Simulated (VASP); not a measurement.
Wanted: the native input for a VASP 6.6.1 run.

```
Task                   : single point
Functional             : LDA
Potentials or basis    : VASP PAW LDA potentials, release 64 (Cd, Te)
Cutoff                 : 520 eV
k mesh                 : 10 × 10 × 10
Occupations            : gaussian, width 0.02 eV
Spin                   : no spin polarisation
Dipole correction      : no
Further INCAR settings : ALGO = Normal; EDIFF = 1e-06; NBANDS = 16
```

The structure of CdTe lies in POSCAR:

```
CdTe
1.0
    0.0000000000      3.2045940873      3.2045940873
    3.2045940873      0.0000000000      3.2045940873
    3.2045940873      3.2045940873      0.0000000000
Cd Te
1 1
Direct
    0.0000000000      0.0000000000      0.0000000000
    0.7500000000      0.7500000000      0.7500000000
```

These files were run (other wordings do the same):

INCAR

```
SYSTEM = CdTe
ALGO = Normal ; EDIFF = 1E-6
ENCUT = 520 ; ISIF = 2
ISMEAR = 0 ; LASPH = .True.
LCHARG = .True. ; LELF = .True.
LREAL = .False. ; LVHAR = .True.
LWAVE = .False. ; NBANDS = 16
NELM = 80 ; PREC = Accurate
SIGMA = 0.02
```

KPOINTS

```
k-points
0
Gamma
  10 10 10
  0 0 0
```

Potentials or basis: VASP PAW LDA potentials, release 64 (Cd, Te).

Command:

```bash
$ cat potpaw_LDA.64/Cd/POTCAR potpaw_LDA.64/Te/POTCAR > POTCAR
$ mpirun -np 1 vasp_std > vasp.out
```

It gave:

| Item | Value |
| --- | --- |
| Pressure | 0.3 GPa |
| Band gap on the k mesh | 0.66 eV, direct |

Caveat: spin-orbit coupling is left out, which moves the levels of the heavy elements.

Run time: 28 s on 1 thread of AMD EPYC 9R45 (Zen 5) (shared host), peak memory 0.16 GiB.
